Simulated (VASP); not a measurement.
Crystal: CdIn2O4.

```
Cd In O
1.0
     0.00000    4.65748    4.65748
     4.65748    0.00000    4.65748
     4.65748    4.65748    0.00000
Cd In O
2 4 8
Cartesian
  0.0000 0.0000 0.0000
  2.3287 2.3287 2.3287
  5.8218 5.8218 5.8218
  5.8218 3.4931 3.4931
  3.4931 3.4931 5.8218
  3.4931 5.8218 3.4931
  8.0293 8.0293 8.0293
  3.6144 5.7005 5.7005
  5.9432 5.9432 8.0293
  5.7005 3.6144 5.7005
  8.0293 5.9432 5.9432
  3.6144 3.6144 3.6144
  5.9432 8.0293 5.9432
  5.7005 5.7005 3.6144
```

- Program: VASP 6.6.1
- Task: relaxation of cell and atoms
- Functional: LDA
- Potentials or basis: VASP PAW LDA potentials, release 64 (Cd, In_d, O)
- Cutoff: 600 eV
- k mesh: 4 × 4 × 4
- Occupations: fermi-dirac, width 0.02 eV
- Spin: no spin polarisation

At the start: pressure -9.1 GPa; volume 14.43 Å³/atom.

How do energy, volume and symmetry change on relaxing?

Over 8 steps the energy falls by 28.0 meV/atom and the volume is 13.50 Å³/atom (-6.5 %); space group Fd-3m (No. 227, to 0.1 Å) before and after.

The path:
```
step  energy change (eV)  largest force (eV/Å)  pressure (GPa)  volume (Å³)
   1              0.0000                0.1976           -9.11       202.06
   2             -0.0469                0.5990           10.57       178.99
   3             -0.3848                0.1752           -0.19       189.58
   4             -0.3848                0.1838            0.01       189.34
   5             -0.3913                0.0264            0.11       188.94
   6             -0.3914                0.0046            0.13       188.89
   7             -0.3914                0.0052           -0.12       189.17
   8             -0.3914                0.0004           -0.01       189.03
```

Final structure:
```yaml
crystal:
  lattice:
    - [0.00000, 4.55510, 4.55510]
    - [4.55510, 0.00000, 4.55510]
    - [4.55510, 4.55510, 0.00000]
  atoms:
    - { symbol: Cd, position: [0.00000, 0.00000, 0.00000] }
    - { symbol: Cd, position: [0.25000, 0.25000, 0.25000] }
    - { symbol: In, position: [0.62500, 0.62500, 0.62500] }
    - { symbol: In, position: [0.12500, 0.62500, 0.62500] }
    - { symbol: In, position: [0.62500, 0.62500, 0.12500] }
    - { symbol: In, position: [0.62500, 0.12500, 0.62500] }
    - { symbol: O, position: [0.86224, 0.86224, 0.86224] }
    - { symbol: O, position: [0.83672, 0.38776, 0.38776] }
    - { symbol: O, position: [0.86224, 0.86224, 0.41328] }
    - { symbol: O, position: [0.38776, 0.83672, 0.38776] }
    - { symbol: O, position: [0.41328, 0.86224, 0.86224] }
    - { symbol: O, position: [0.38776, 0.38776, 0.38776] }
    - { symbol: O, position: [0.86224, 0.41328, 0.86224] }
    - { symbol: O, position: [0.38776, 0.38776, 0.83672] }
```
